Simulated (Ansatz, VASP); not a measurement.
**One calculation of Hf, two programs**

```
Hf
1.0
     3.19670    0.00000    0.00000
    -1.59835    2.76842    0.00000
     0.00000    0.00000    5.05780
Hf
2
Direct
  0.22231 0.58539 0.25000
  0.66667 0.33333 0.75000
```

Alike in both runs: task single point; functional PBE; k mesh 18 × 18 × 10; occupations gaussian, width 0.15 eV; no spin polarisation.

```csv
,VASP,Ansatz
version,VASP 6.6.1,Ansatz 0.2.0
potentials or method,"VASP PAW PBE potentials, release 64 (Hf_pv), cutoff 520 eV","scalar-relativistic, plane waves, PAW"
valence electrons in the cell,20,52
```

```csv
,VASP,Ansatz,Ansatz less VASP
gap on the k mesh at the Fermi level (eV),none,none,-
pressure (GPa),0.0,0.5,+0.48
"traceless stress, the component that is largest in VASP (GPa)",-2.72,-2.79,-0.071
rms of the force components (eV/Å),0.348,0.347,-0.0006
```

Atom by atom the forces differ by 0.001 eV/Å (rms over components). A gap of «none» marks a metal or a gap that the smearing closes. VASP's potentials hold 20 valence electrons a cell and Ansatz's 52, so a difference there can come from the potentials and not from the codes.

Spin-orbit coupling is off throughout.
